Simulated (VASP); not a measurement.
A run of VASP 6.6.1:

Contents of INCAR:

```
PREC = Accurate
ENCUT = 520
EDIFF = 1E-7
ISMEAR = 0
SIGMA = 0.05
LREAL = F
LASPH = T
NELM = 80
ALGO = Normal
ISIF = 2
LWAVE = F
LCHARG = T
GGA = PE
IVDW = 12
LELF = T
LVHAR = T
NBANDS = 16
```

The input KPOINTS:

```
Automatic mesh
0
Gamma
  12 12 4
```

File POSCAR:

```
BN
1.0
    2.5061233057      0.0000000000      0.0000000000
   -1.2530616528      2.1703664477      0.0000000000
    0.0000000000      0.0000000000      6.5973571420
B N
2 2
Direct
   -0.0884643237     -0.1769286474      0.4854487186
    0.3333333333      0.6666666667      0.0000000000
    0.0000000000      0.0000000000      0.0000000000
    0.6666666667      0.3333333333      0.5000000000
```

Potentials or basis: VASP PAW PBE potentials, release 64 (B, N).

Run with:

```sh
$ cat potpaw_PBE.64/B/POTCAR potpaw_PBE.64/N/POTCAR > POTCAR
$ mpirun -np 1 vasp_std > vasp.out
```

Hardware: 1 thread of Intel(R) Xeon(R) 6975P-C (Granite Rapids), with other jobs on the host.

Problem. How long does it take, and how much memory?

Solution. Wall time 48 s on 1 thread of Intel(R) Xeon(R) 6975P-C (Granite Rapids), on a shared host, peak memory 0.21 GiB. Counts: scf iterations 14, k points 164.
